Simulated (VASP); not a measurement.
Runs of VASP 6.6.1 on HfC. The structure is that of space group P6_3/mmc (No. 194), or close to it. The cells are those of the table. 

```tsv
cell	gap on the mesh (eV)	pressure (GPa)
a = 3.365, b = 3.365, c = 5.237 Å, angles 90.0, 90.0, 120.0°, 4 atoms	none	-16.4
a = 3.408, b = 3.408, c = 5.305 Å, angles 90.0, 90.0, 120.0°, 4 atoms	none	(a)
a = 3.320, b = 3.320, c = 5.168 Å, angles 90.0, 90.0, 120.0°, 4 atoms	none	-7.9
a = 3.298, b = 3.298, c = 5.132 Å, angles 90.0, 90.0, 120.0°, 4 atoms	none	(b)
a = 3.343, b = 3.343, c = 5.203 Å, angles 90.0, 90.0, 120.0°, 4 atoms	none	-12.3
```

Alike in all rows: task single point; level LDA; potentials or basis VASP PAW LDA potentials, release 64 (Hf_pv, C); no spin polarisation; k mesh 8 × 8 × 5; cutoff (eV) 520; smearing fermi-dirac 0.1 eV.

Task: Estimate the missing entries.

Result: (a) -23.3; (b) -2.8.

Caveats: spin-orbit coupling is left out, which moves the levels of the heavy elements.

A k mesh can miss the band edges, and the runs leave out spin-orbit coupling on Hf.

A gap of «none» marks levels without a gap at the run's occupations.
